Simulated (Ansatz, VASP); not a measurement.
**SnO: VASP beside Ansatz**

POSCAR

```
SnO
1.0
    3.0897763538      0.0000000000      0.0000000000
    0.0000000000      3.0897763538      0.0000000000
    0.0000000000      0.0000000000      3.0897763538
Sn O
1 1
Direct
    0.0000000000      0.0000000000      0.0000000000
    0.5000000000      0.5000000000      0.5000000000
```

INCAR.step1

```
PREC     = Accurate       # precision mode
ENCUT    = 520            # plane-wave cutoff, eV
ISMEAR   = -1             # smearing method
SIGMA    = 0.03           # smearing width, eV
LREAL    = F              # projectors in reciprocal space
LASPH    = T              # aspherical terms in the spheres
NELM     = 100            # most SCF steps
NBANDS   = 17             # bands
GGA      = PE             # functional
ALGO     = Normal         # electronic algorithm
EDIFF    = 1E-4           # SCF threshold, eV
LWAVE    = T              # write WAVECAR
LCHARG   = F              # write CHGCAR
```

The input INCAR.step2:

```
PREC     = Accurate       # precision mode
ENCUT    = 520            # plane-wave cutoff, eV
EDIFF    = 1E-6           # SCF threshold, eV
ISMEAR   = -1             # smearing method
SIGMA    = 0.03           # smearing width, eV
LREAL    = F              # projectors in reciprocal space
LASPH    = T              # aspherical terms in the spheres
NELM     = 100            # most SCF steps
ALGO     = Normal         # electronic algorithm
ISIF     = 2              # what is computed and relaxed
LWAVE    = F              # write WAVECAR
LCHARG   = T              # write CHGCAR
METAGGA  = R2SCAN         # meta-GGA
LMIXTAU  = T            
LUSE_VDW = T            
IVDW_NL  = 2            
BPARAM   = 11.95        
CPARAM   = 0.0093       
LELF     = T              # ELF
LVHAR    = T            
NBANDS   = 17             # bands
ISTART   = 1
```

Contents of KPOINTS:

```
Automatic mesh
0
Gamma
  10 10 10
```

Input for Ansatz:

```yaml
crystal:
  lattice:
    - [3.0897763538, 0.0, 0.0]
    - [0.0, 3.0897763538, 0.0]
    - [0.0, 0.0, 3.0897763538]
  atoms:
    - { symbol: Sn, position: [0.0, 0.0, 0.0] }
    - { symbol: O, position: [0.5, 0.5, 0.5] }
kpoints:
  mp_grid: { grid: [10, 10, 10] }
  band_path:
    path: [[0.0, 0.0, 0.0], [0.0, 0.5, 0.0], [0.5, 0.5, 0.0], [0.5, 0.5, 0.5]]
    npoints: 1
hamiltonian:
  xc: r2scan
  dispersion: rvv10
scf:
  occupations: { method: fermi_dirac, width: 0.03 }
  n_extra_bands: 4
output:
  forces: true
  stress: true
  eigenvalues: true
  write_density: true
  write_potential: true
  elf: true
  volumetric_format: npy
```

Alike in both runs: task single point; functional r2SCAN; dispersion rVV10; k mesh 10 × 10 × 10; occupations fermi-dirac, width 0.03 eV; no spin polarisation.

```csv
,VASP,Ansatz
version,VASP 6.6.1,Ansatz 0.2.0
potentials or method,"VASP PAW PBE potentials, release 64 (Sn_d, O)","plane waves, PAW"
plane-wave cutoff (eV),520,500
valence electrons in the cell,20,20
```

```csv
,VASP,Ansatz,Ansatz less VASP
pressure (GPa),0.1,-0.2,-0.30
```

VASP's potentials were made for PBE, not for r2SCAN.
